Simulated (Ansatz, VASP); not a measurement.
**Two plane-wave programs on C**

```
C
1.0
     2.10720    0.00000    0.00000
    -1.05360    1.82488    0.00000
     0.00000    0.00000    3.44105
C
2
Direct
  0.33333 0.66667 0.25000
  0.66667 0.33333 0.75000
```

Alike in both runs: task relaxation of cell and atoms; functional r2SCAN; k mesh 17 × 17 × 9; occupations fermi-dirac, width 0.1 eV; no spin polarisation.

|  | VASP | Ansatz |
| --- | --- | --- |
| version | VASP 6.6.1 | Ansatz 0.2.0 |
| potentials or method | VASP PAW PBE potentials, release 64 (C), cutoff 660 eV | plane waves (500 eV) with PAW, scalar-relativistic |
| valence electrons in the cell | 8 | 8 |

Ansatz gave:

```
relaxed volume (Å³/atom)                                     : 8.74
relaxed cell length with the largest relative difference (Å) : 6.869
```

What did VASP give for the same quantities?

Relaxed volume (Å³/atom): 6.97; relaxed cell length with the largest relative difference (Å): 5.505.

VASP's potentials were made for PBE, not for r2SCAN. One of these differences is far larger than is usual between the two programs; its cause wasn't traced.
